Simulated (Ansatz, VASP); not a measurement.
# Two plane-wave programs on N

```
N
1.0
    -3.52692    0.00000    0.00000
    -1.76346   -3.05440    0.00000
    -0.29391    0.50907   16.85050
N
8
Direct
  0.20978 0.45688 0.74130
  0.27729 0.38937 0.33625
  0.22061 0.44606 0.67637
  0.28811 0.37855 0.27132
  0.64438 0.68895 0.13373
  0.57687 0.75646 0.53877
  0.65520 0.67813 0.06880
  0.58769 0.74564 0.47385
```

Alike in both runs: task single point; functional LDA; k mesh 7 × 7 × 2; occupations gaussian, width 0.05 eV; no spin polarisation.

```csv
,VASP,Ansatz
version,VASP 6.6.1,Ansatz 0.2.0
potentials or method,"VASP PAW LDA potentials, release 64 (N), cutoff 520 eV","scalar-relativistic, plane waves, PAW"
valence electrons in the cell,40,40
```

```csv
,VASP,Ansatz,Ansatz less VASP
gap on the k mesh at the Fermi level (eV),6.62,6.67,+0.048
least direct gap on the mesh (eV),6.78,6.83,+0.050
pressure (GPa),1.8,-0.1,-1.85
"traceless stress, the component that is largest in VASP (GPa)",3.96,0.01,-3.954
rms of the force components (eV/Å),0.879,0.009,-0.8698
```

LDA's correlation is that of Perdew and Zunger in VASP and of Perdew and Wang (1992) in Ansatz. Atom by atom the forces differ by 0.885 eV/Å (rms over components).

Noted on VASP's run: the standard files for N, O and F lose accuracy on very short bonds.
